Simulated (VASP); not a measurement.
# SrO in VASP: a series of runs

SrO is run at these levels: PBE; tasks: single point, relaxation of cell and atoms.

Everything below comes from runs of VASP 6.6.1. Logs are shortened: lines on timing, memory, paths and dates and some standing lists are left out, and cuts for length are marked.

### Step 1. The cell of the first run

Symmetry: P6_3/mmc, No. 194, hexagonal system. The conventional cell has a = 3.577 Å, b = 3.577 Å, c = 6.243 Å, α = 90.00°, β = 90.00°, γ = 120.00°. Sr (site symmetry -6m2) has 6 O at 2.59 Å within 3.4 Å. O (site symmetry -3m) has 6 Sr at 2.59 Å and 2 O at 3.12 Å within 3.4 Å.

### Step 2. Single point, PBE

Input file INCAR:

```
PREC     = Accurate       # precision mode
ENCUT    = 520            # plane-wave cutoff, eV
EDIFF    = 1E-6           # SCF threshold, eV
ISMEAR   = 0              # smearing method
SIGMA    = 0.02           # smearing width, eV
LREAL    = F              # projectors in reciprocal space
LASPH    = T              # aspherical terms in the spheres
NELM     = 60             # most SCF steps
ALGO     = Normal         # electronic algorithm
ISIF     = 2              # what is computed and relaxed
LWAVE    = F              # write WAVECAR
LCHARG   = F              # write CHGCAR
GGA      = PE             # functional
NBANDS   = 24             # bands
```

Input file KPOINTS:

```
Automatic mesh
0
Gamma
  6 6 4
```

Input file POSCAR:

```
SrO
1.0
    3.5767921685      0.0000000000      0.0000000000
   -1.7883960842      3.0975928820      0.0000000000
    0.0000000000      0.0000000000      6.2429194158
Sr O
2 2
Direct
    0.3333333333      0.6666666667      0.2500000000
    0.6666666667      0.3333333333      0.7500000000
    0.0000000000      0.0000000000      0.0000000000
    0.0000000000      0.0000000000      0.5000000000
```

Potentials or basis: VASP PAW PBE potentials, release 64 (Sr_sv, O).

Run with:

```
$ cat potpaw_PBE.64/Sr_sv/POTCAR potpaw_PBE.64/O/POTCAR > POTCAR
$ mpirun -np 1 vasp_std > vasp.out
```

OUTCAR:

```text
PREC = Accurate
   ENCUT = 520
   EDIFF = 1E-6
   ISMEAR = 0
   LREAL = F
   LASPH = T
   NELM = 60
   ISIF = 2
   GGA = PE

 ion  position               nearest neighbor table
   1  0.333  0.667  0.250-   3 2.59   4 2.59   3 2.59   4 2.59   3 2.59   4 2.59   2 3.74   2 3.74
                             2 3.74   2 3.74   2 3.74   2 3.74
   2  0.667  0.333  0.750-   3 2.59   4 2.59   3 2.59   4 2.59   3 2.59   4 2.59   1 3.74   1 3.74
                             1 3.74   1 3.74   1 3.74   1 3.74
   3  0.000  0.000  0.000-   1 2.59   2 2.59   1 2.59   2 2.59   2 2.59   1 2.59
   4  0.000  0.000  0.500-   1 2.59   2 2.59   1 2.59   2 2.59   2 2.59   1 2.59

  LATTYP: Found a hexagonal cell.
 ALAT       =     3.5767921685
 C/A-ratio  =     1.7453961879

  Lattice vectors:

 A1 = (   3.5767921685,   0.0000000000,   0.0000000000)
 A2 = (  -1.7883960842,   3.0975928820,   0.0000000000)
 A3 = (   0.0000000000,   0.0000000000,   6.2429194158)

Analysis of symmetry for initial positions (statically):
=====================================================================
 Subroutine PRICEL returns:
 Original cell was already a primitive cell.

 Routine SETGRP: Setting up the symmetry group for a
 hexagonal supercell.

 Subroutine GETGRP returns: Found 24 space group operations
 (whereof 12 operations were pure point group operations)
 out of a pool of 24 trial point group operations.

The static configuration has the point symmetry D_3d.
 The point group associated with its full space group is D_6h.

Analysis of symmetry for dynamics (positions and initial velocities):
=====================================================================
 Subroutine PRICEL returns:
 Original cell was already a primitive cell.

 Routine SETGRP: Setting up the symmetry group for a
 hexagonal supercell.

 Subroutine GETGRP returns: Found 24 space group operations
 (whereof 12 operations were pure point group operations)
 out of a pool of 24 trial point group operations.

The dynamic configuration has the point symmetry D_3d.
 The point group associated with its full space group is D_6h.

 Subroutine INISYM returns: Found 24 space group operations
 (whereof 12 operations are pure point group operations),
 and found     1 'primitive' translations
[... 89 lines left out ...]
   ISPIN  =      1    spin polarized calculation?
   LNONCOLLINEAR =      F non collinear calculations
   LSORBIT =      F    spin-orbit coupling
   LASPH  =      T    aspherical Exc in radial PAW
   ENCUT  =  520.0 eV  38.22 Ry    6.18 a.u.   6.65  6.65 11.61*2*pi/ulx,y,z
   NELM   =     60;   NELMIN=  2; NELMDL= -5     # of ELM steps
   EDIFF  = 0.1E-05   stopping-criterion for ELM
   LREAL  =      F    real-space projection
   EDIFFG = 0.1E-04   stopping-criterion for IOM
   NSW    =      0    number of steps for IOM
   IBRION =     -1    ionic relax: 0-MD 1-quasi-New 2-CG
   NFREE  =      0    steps in history (QN), initial steepest desc. (CG)
   ISIF   =      2    stress and relaxation
   ISYM   =      2    0-nonsym 1-usesym 2-fastsym
   POTIM  = 0.5000    time-step for ionic-motion
   TEBEG  =    0.0;   TEEND  =   0.0 temperature during run
   PSTRESS=    0.0 pullay stress
   NELECT =      32.0000    total number of electrons
   NUPDOWN=      -1.0000    fix difference up-down
   EMIN   =  10.00;   EMAX   =-10.00  energy-range for DOS
   EFERMI =   0.00;   METHOD = LEGACY
   ISMEAR =     0;   SIGMA  =   0.02  broadening in eV -4-tet -1-fermi 0-gaus
   EFERMI_NEDOS =   21; number of points for ismear=-14 and -15
   IALGO  =     38    algorithm
   IMIX   =      4    mixing-type and parameters
     AMIX     =   0.40;   BMIX     =  1.00
     AMIX_MAG =   1.60;   BMIX_MAG =  1.00
  volume/ion in A,a.u.               =      17.29       116.69
  Fermi-wavevector in a.u.,A,eV,Ry     =   1.266163  2.392701 21.812430  1.603168
  Thomas-Fermi vector in A             =   2.399378
   LORBIT       =      0    0 simple, 1 ext, 2 COOP (PROOUT), +10 PAW based schemes
   GGA     = PE    functional components
   LHFCALC =     F    Hartree Fock is set to
   AEXX    =    0.0000 exact exchange contribution
   IVDW    =     0    specifies the selected vdW correction
   LEPSILON=     F    determine dielectric tensor
   LRPA    =     F    only Hartree local field effects (RPA)
 non-spin polarized calculation
 Gauss-broadening in eV      SIGMA  =   0.02
  energy-cutoff  :      520.00
  volume of cell :       69.17
 maximum number of plane-waves:      1895
 NGX is ok and might be reduce to    28
   NGX = 13   NGY = 13   NGZ = 23

 number of electron      32.0000009 magnetization

 Free energy of the ion-electron system (eV)
  ---------------------------------------------------
  ext. energy  EPLUGINS =         0.00000000
  ---------------------------------------------------
  free energy    TOTEN  =       -23.74793522 eV

  energy without entropy =      -23.74793522  energy(sigma->0) =      -23.74793522

 E-fermi :   2.2407     XC(G=0):  -9.9389

 val. band max:        2.1256710393   @ k =   0.0000   0.0000   0.0000
 cond. band min:       5.0954795028   @ k =   0.0000   0.0000   0.0000
 fundamental gap:      2.9698084635
 Fermi energy:         2.2406808093

 k-point     1 :       0.0000    0.0000    0.0000
  band No.  band energies     occupation
      1     -30.9172      2.00000
      2     -30.8169      2.00000
      3     -14.9221      2.00000
      4     -13.4019      2.00000
      5     -12.6106      2.00000
      6     -12.6106      2.00000
[... 556 lines left out ...]
     23      11.3407      0.00000
     24      11.3407      0.00000

------------------------ aborting loop because EDIFF is reached ----------------------------------------

  FORCE on cell =-STRESS in cart. coord.  units (eV):
  Direction    XX          YY          ZZ          XY          YZ          ZX
  --------------------------------------------------------------------------------------
  -------------------------------------------------------------------------------------
  Total        0.2257782      0.2257782      0.2180719      0.0000000      0.0000000      0.0000000
  in kB        5.2298216      5.2298216      5.0513149      0.0000000      0.0000000      0.0000000
  external PRESSURE =       5.1703193 kB  Pullay stress =       0.0000000 kB

 VOLUME and BASIS-vectors are now :
 -----------------------------------------------------------------------------
  energy-cutoff  :      520.00
  volume of cell :       69.17
      direct lattice vectors                 reciprocal lattice vectors
     3.576792168  0.000000000  0.000000000     0.279580125  0.161415660  0.000000000
    -1.788396084  3.097592882  0.000000000     0.000000000  0.322831320  0.000000000
     0.000000000  0.000000000  6.242919416     0.000000000  0.000000000  0.160181469

 POSITION                                       TOTAL-FORCE (eV/Angst)
 -----------------------------------------------------------------------------------
     -0.00000      2.06506      1.56073         0.000000     -0.000000      0.000000
      1.78840      1.03253      4.68219        -0.000000      0.000000      0.000000
      0.00000      0.00000      0.00000        -0.000000     -0.000000      0.000000
      0.00000      0.00000      3.12146        -0.000000     -0.000000      0.000000
 -----------------------------------------------------------------------------------
    total drift:                               -0.000000      0.000000     -0.000000

  FREE ENERGIE OF THE ION-ELECTRON SYSTEM (eV)
  ---------------------------------------------------
  free  energy   TOTEN  =       -23.7479352220 eV

  energy  without entropy=      -23.7479352220  energy(sigma->0) =      -23.74793522
```

OSZICAR:

```text
N       E                     dE             d eps       ncg     rms          rms(c)
DAV:   1     0.169192645286E+03    0.16919E+03   -0.16111E+04  1008   0.127E+03
DAV:   2    -0.194137992672E+02   -0.18861E+03   -0.17860E+03  1488   0.279E+02
DAV:   3    -0.281601293727E+02   -0.87463E+01   -0.86908E+01  1448   0.553E+01
DAV:   4    -0.284100181516E+02   -0.24989E+00   -0.24982E+00  1440   0.701E+00
DAV:   5    -0.284115565840E+02   -0.15384E-02   -0.15384E-02  1360   0.717E-01    0.221E+01
DAV:   6    -0.239614266532E+02    0.44501E+01   -0.19802E+01  1080   0.243E+01    0.264E+01
DAV:   7    -0.238219488928E+02    0.13948E+00   -0.15248E+00  1480   0.660E+00    0.173E+01
DAV:   8    -0.237576600889E+02    0.64289E-01   -0.60883E-01  1032   0.517E+00    0.203E+00
DAV:   9    -0.237449366894E+02    0.12723E-01   -0.63440E-02  1480   0.172E+00    0.486E-01
DAV:  10    -0.237472471189E+02   -0.23104E-02   -0.70161E-03  1256   0.466E-01    0.189E-01
DAV:  11    -0.237478530036E+02   -0.60588E-03   -0.14665E-03  1112   0.217E-01    0.370E-02
DAV:  12    -0.237479361877E+02   -0.83184E-04   -0.17117E-04  1368   0.700E-02    0.475E-02
DAV:  13    -0.237479345691E+02    0.16185E-05   -0.18055E-05  1144   0.298E-02    0.701E-03
DAV:  14    -0.237479352220E+02   -0.65288E-06   -0.21929E-06  1256   0.852E-03
   1 F= -.23747935E+02 E0= -.23747935E+02  d E =-.341029E-18
```

It took 15 s on 1 thread of Intel Xeon 6975P-C (Granite Rapids), shared host; peak memory 0.19 GiB.

What came out:

* Free energy: -23.7479 eV
* Pressure: 0.5 GPa
* Band gap on the k mesh: 2.97 eV, direct

A k mesh can miss the band edges.

(Continued in part 2 of 2.)
